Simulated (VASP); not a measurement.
Write the native input for VASP 6.6.1 that does the following.

```yaml
Task: dielectric tensor
Functional: r2SCAN
Potentials_or_basis: VASP PAW PBE potentials, release 64 (Ga_d, N)
Cutoff: 520 eV
k_mesh: 8 × 8 × 8
Occupations: gaussian, width 0.01 eV
Spin: no spin polarisation
Dipole_correction: no
Further_INCAR_settings: ALGO = Normal; EDIFF = 1e-08
```

The structure of GaN lies in POSCAR:

```
GaN
1.0
    0.0000000000      2.2039734903      2.2039734903
    2.2039734903      0.0000000000      2.2039734903
    2.2039734903      2.2039734903      0.0000000000
Ga N
1 1
Direct
    0.0000000000      0.0000000000      0.0000000000
    0.2500000000      0.2500000000      0.2500000000
```

This cell differs from its parent crystal: strain -2.0%.

The input as run:

INCAR

```
PREC     = Accurate       # precision mode
ENCUT    = 520            # plane-wave cutoff, eV
EDIFF    = 1E-8           # SCF threshold, eV
ISMEAR   = 0              # smearing method
SIGMA    = 0.01           # smearing width, eV
LREAL    = F              # projectors in reciprocal space
LASPH    = T              # aspherical terms in the spheres
NELM     = 80             # most SCF steps
ALGO     = Normal         # electronic algorithm
ISIF     = 2              # what is computed and relaxed
LWAVE    = F              # write WAVECAR
LCHARG   = F              # write CHGCAR
METAGGA  = R2SCAN         # meta-GGA
LMIXTAU  = T            
LCALCEPS = T
```

KPOINTS

```
regular mesh
0
Gamma
  8 8 8
```

Potentials or basis: VASP PAW PBE potentials, release 64 (Ga_d, N).

The run is started by

```sh
$ cat potpaw_PBE.64/Ga_d/POTCAR potpaw_PBE.64/N/POTCAR > POTCAR
$ mpirun -np 1 vasp_std > vasp.out
```

It gave:

| Property | Result |
| --- | --- |
| Band gap on the k mesh | 2.56 eV |
| Electronic dielectric tensor (diagonal) | 5.16 |
| Born charges (mean of the diagonal) | Ga +2.64; N -2.64 e |

Caveat: the cell differs from its parent crystal (strain -2.0%).

Wall time 28 min on 1 thread of Intel(R) Xeon(R) Platinum 8375C CPU @ 2.90GHz (Ice Lake) (shared host), peak memory 0.31 GiB.
